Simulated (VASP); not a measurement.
# Ti (I4/mmm) in VASP: single point with r2SCAN

Aim: the single point of Ti with r2SCAN.

All numbers are computed with VASP 6.6.1; they aren't measurements. Logs are shortened: lines on timing, memory, paths and dates and some standing lists are left out, and cuts for length are marked.

## Step 1: The cell of the first run

The structure is tetragonal, space group I4/mmm (No. 139). Conventional cell: a = 3.414 Å, b = 3.414 Å, c = 3.170 Å, α = 90.00°, β = 90.00°, γ = 90.00°. Ti (site symmetry 4/mmm) has 14 Ti at 2.89 to 3.41 Å within 3.8 Å.

## Step 2: Single point, r2SCAN (strain +0.050 along x and y, -0.025 along z)

File POSCAR:

```
Ti
1.0
   -1.7071896142      1.7071896142      1.5852474989
    1.7071896142     -1.7071896142      1.5852474989
    1.7071896142      1.7071896142     -1.5852474989
Ti
1
Direct
    0.0000000000      0.0000000000      0.0000000000
```

File INCAR.step1:

```
SYSTEM = Ti
  PREC = Accurate
  ENCUT = 520
  ISMEAR = 0
  SIGMA = 0.15
  LREAL = .FALSE.
  LASPH = .TRUE.
  NELM = 80
  NBANDS = 12
  GGA = PE
  ALGO = Normal
  EDIFF = 1E-4
  LWAVE = .TRUE.
  LCHARG = .FALSE.
```

File INCAR.step2:

```
SYSTEM = Ti
  PREC = Accurate
  ENCUT = 520
  EDIFF = 1E-6
  ISMEAR = 0
  SIGMA = 0.15
  LREAL = .FALSE.
  LASPH = .TRUE.
  NELM = 80
  ALGO = Normal
  ISIF = 2
  LWAVE = .FALSE.
  LCHARG = .FALSE.
  METAGGA = R2SCAN
  LMIXTAU = .TRUE.
  NBANDS = 12
  ISTART = 1
```

File KPOINTS:

```
Automatic mesh
0
G
  26 26 26
  0 0 0
```

Potentials or basis: VASP PAW PBE potentials, release 64 (Ti_sv).

Launch:

```sh
cat potpaw_PBE.64/Ti_sv/POTCAR > POTCAR
cp INCAR.step1 INCAR
mpirun -np 1 vasp_std > vasp.out
cp INCAR.step2 INCAR
mpirun -np 1 vasp_std > vasp.out
```

OUTCAR:

```text
SYSTEM = Ti
   PREC = Accurate
   ENCUT = 520
   EDIFF = 1E-6
   ISMEAR = 0
   LREAL = .FALSE.
   LASPH = .TRUE.
   NELM = 80
   ISIF = 2
   METAGGA = R2SCAN
   ISTART = 1

 ion  position               nearest neighbor table
   1  0.000  0.000  0.000-

  LATTYP: Found a body centered tetragonal cell.
 ALAT       =     3.4143792284
 C/A-ratio  =     0.9285714286

  Lattice vectors:

 A1 = (  -1.7071896142,   1.7071896142,   1.5852474989)
 A2 = (   1.7071896142,  -1.7071896142,   1.5852474989)
 A3 = (   1.7071896142,   1.7071896142,  -1.5852474989)

Analysis of symmetry for initial positions (statically):
=====================================================================
 Subroutine PRICEL returns:
 Original cell was already a primitive cell.

 Routine SETGRP: Setting up the symmetry group for a
 body centered tetragonal supercell.

 Subroutine GETGRP returns: Found 16 space group operations
 (whereof 16 operations were pure point group operations)
 out of a pool of 16 trial point group operations.

The static configuration has the point symmetry D_4h.

Analysis of symmetry for dynamics (positions and initial velocities):
=====================================================================
 Subroutine PRICEL returns:
 Original cell was already a primitive cell.

 Routine SETGRP: Setting up the symmetry group for a
 body centered tetragonal supercell.

 Subroutine GETGRP returns: Found 16 space group operations
 (whereof 16 operations were pure point group operations)
 out of a pool of 16 trial point group operations.

The dynamic configuration has the point symmetry D_4h.

 Subroutine INISYM returns: Found 16 space group operations
 (whereof 16 operations are pure point group operations),
 and found     1 'primitive' translations

----------------------------------------------------------------------------------------

                                     Primitive cell

  volume of cell :      18.4808

  direct lattice vectors                    reciprocal lattice vectors
    -1.707189614  1.707189614  1.585247499     0.000000000  0.292879008  0.315408162
     1.707189614 -1.707189614  1.585247499     0.292879008  0.000000000  0.315408162
     1.707189614  1.707189614 -1.585247499     0.292879008  0.292879008  0.000000000

  length of vectors
     2.888252480  2.888252480  2.888252480     0.430418891  0.430418891  0.414193465

  position of ions in fractional coordinates (direct lattice)
     0.000000000  0.000000000  0.000000000
[... 78 lines left out ...]
   EDIFFG = 0.1E-04   stopping-criterion for IOM
   NSW    =      0    number of steps for IOM
   IBRION =     -1    ionic relax: 0-MD 1-quasi-New 2-CG
   NFREE  =      0    steps in history (QN), initial steepest desc. (CG)
   ISIF   =      2    stress and relaxation
   ISYM   =      2    0-nonsym 1-usesym 2-fastsym
   POTIM  = 0.5000    time-step for ionic-motion
   TEBEG  =    0.0;   TEEND  =   0.0 temperature during run
   PSTRESS=    0.0 pullay stress
   NELECT =      12.0000    total number of electrons
   NUPDOWN=      -1.0000    fix difference up-down
   EMIN   =  10.00;   EMAX   =-10.00  energy-range for DOS
   EFERMI =   0.00;   METHOD = LEGACY
   ISMEAR =     0;   SIGMA  =   0.15  broadening in eV -4-tet -1-fermi 0-gaus
   EFERMI_NEDOS =   21; number of points for ismear=-14 and -15
   IALGO  =     38    algorithm
   IMIX   =      4    mixing-type and parameters
     AMIX     =   0.40;   BMIX     =  1.00
     AMIX_MAG =   1.60;   BMIX_MAG =  1.00
  volume/ion in A,a.u.               =      18.48       124.71
  Fermi-wavevector in a.u.,A,eV,Ry     =   1.417626  2.678925 27.343138  2.009664
  Thomas-Fermi vector in A             =   2.538837
   LORBIT       =      0    0 simple, 1 ext, 2 COOP (PROOUT), +10 PAW based schemes
   METAGGA = R2SCAN    functional components
   LHFCALC =     F    Hartree Fock is set to
   AEXX    =    0.0000 exact exchange contribution
   IVDW    =     0    specifies the selected vdW correction
   LEPSILON=     F    determine dielectric tensor
   LRPA    =     F    only Hartree local field effects (RPA)
 non-spin polarized calculation
 Gauss-broadening in eV      SIGMA  =   0.15
  energy-cutoff  :      520.00
  volume of cell :       18.48
 maximum number of plane-waves:       518
 NGX is ok and might be reduce to    24
   NGX = 11   NGY = 11   NGZ = 11

 number of electron      12.0000000 magnetization

 Free energy of the ion-electron system (eV)
  ---------------------------------------------------
  ext. energy  EPLUGINS =         0.00000000
  ---------------------------------------------------
  free energy    TOTEN  =       -12.80911793 eV

  energy without entropy =      -12.78332010  energy(sigma->0) =      -12.79621902

 E-fermi :   7.4942     XC(G=0): -12.0867

 val. band max:        7.4933092368   @ k =  -0.2692  -0.3462   0.0769
 cond. band min:       7.4946570465   @ k =  -0.1923   0.5000   0.0385
 fundamental gap:      0.0013478097
 Fermi energy:         7.4942073289

 k-point     1 :       0.0000    0.0000    0.0000
  band No.  band energies     occupation
      1     -51.5747      2.00000
      2     -26.4427      2.00000
      3     -26.4391      2.00000
      4     -26.4391      2.00000
      5       1.2782      2.00000
      6       8.1968      0.00000
      7       8.7749      0.00000
      8       8.7749      0.00000
      9       9.8362      0.00000
     10      10.4977      0.00000
     11      24.6792      0.00000
     12      24.6792      0.00000
[... 331 lines left out ...]
 k-point    24 :       0.3846    0.0385   -0.0000
  band No.  band energies     occupation
      1     -51.4739      2.00000
      2     -26.9604      2.00000
      3     -26.6093      2.00000
      4     -26.4646      2.00000
      5       4.8917      2.00000
      6       7.1161      1.99964
      7       8.0103      0.00000
      8      10.1973      0.00000
      9      10.7049      0.00000
     10      11.2776      0.00000
     11      17.2367      0.00000
     12      21.1028      0.00000

 [... further k-points ...]
[... 5 lines left out ...]
  --------------------------------------------------------------------------------------
  -------------------------------------------------------------------------------------
  Total       -0.6877369     -0.6877369     -0.9445727      0.0000000      0.0000000      0.0000000
  in kB      -59.6227978    -59.6227978    -81.8889670      0.0000000      0.0000000      0.0000000
  external PRESSURE =     -67.0448542 kB  Pullay stress =       0.0000000 kB

 VOLUME and BASIS-vectors are now :
 -----------------------------------------------------------------------------
  energy-cutoff  :      520.00
  volume of cell :       18.48
      direct lattice vectors                 reciprocal lattice vectors
    -1.707189614  1.707189614  1.585247499     0.000000000  0.292879008  0.315408162
     1.707189614 -1.707189614  1.585247499     0.292879008  0.000000000  0.315408162
     1.707189614  1.707189614 -1.585247499     0.292879008  0.292879008  0.000000000

 POSITION                                       TOTAL-FORCE (eV/Angst)
 -----------------------------------------------------------------------------------
      0.00000      0.00000      0.00000         0.000000     -0.000000     -0.000000
 -----------------------------------------------------------------------------------
    total drift:                                0.000000      0.000000      0.000000

  FREE ENERGIE OF THE ION-ELECTRON SYSTEM (eV)
  ---------------------------------------------------
  free  energy   TOTEN  =       -12.8091179309 eV

  energy  without entropy=      -12.7833201036  energy(sigma->0) =      -12.79621902
```

OUTCAR.step1:

```text
SYSTEM = Ti
   PREC = Accurate
   ENCUT = 520
   ISMEAR = 0
   LREAL = .FALSE.
   LASPH = .TRUE.
   NELM = 80
[... 578 lines left out ...]
 -----------------------------------------------------------------------------------
      0.00000      0.00000      0.00000         0.000000     -0.000000     -0.000000
 -----------------------------------------------------------------------------------
    total drift:                                0.000000      0.000000      0.000000

  FREE ENERGIE OF THE ION-ELECTRON SYSTEM (eV)
  ---------------------------------------------------
  free  energy   TOTEN  =        -7.7172963677 eV

  energy  without entropy=       -7.6892494640  energy(sigma->0) =       -7.70327292
```

It took 9.5 min on 1 thread of Intel Xeon Platinum 8488C (Sapphire Rapids), shared host; peak memory 0.39 GiB.

Results:

* Free energy: -12.8091 eV
* Pressure: -6.7 GPa
* Band gap on the k mesh: zero (bands 6 and 7 overlap by 1.68 eV)

Caveat: the cell differs from its parent crystal (strain +0.050 along x and y, -0.025 along z); the cell stands under tension; the PAW data sets were made with another functional, which shifts forces and pressure a little.
